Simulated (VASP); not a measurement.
The system is MgS.

```xyz
2
Lattice="0.0000 2.6151 2.6151 2.6151 0.0000 2.6151 2.6151 2.6151 0.0000" Properties=species:S:1:pos:R:3 pbc="T T T"
Mg    0.0000    0.0000    0.0000
S     2.6151    2.6151    2.6151
```

Base run:

```yaml
Program: VASP 6.6.1
Functional: r2SCAN
Potentials_or_basis: VASP PAW PBE potentials, release 64 (Mg, S)
Cutoff: 520 eV
k_mesh: 8 × 8 × 8
Occupations: gaussian, width 0.02 eV
Spin: no spin polarisation
```

Its results: band gap on the k mesh 3.40 eV (least direct gap 4.48 eV); pressure -1.7 GPa.

Q: The run is repeated on the same cell with these changes: functional from r2SCAN to PBE. What comes out?

A: Band gap on the k mesh 2.74 eV (least direct gap 3.59 eV); pressure -0.3 GPa.

Caveats: the PAW data sets were made with another functional, which shifts forces and pressure a little (at least some runs).

A k mesh can miss the band edges.
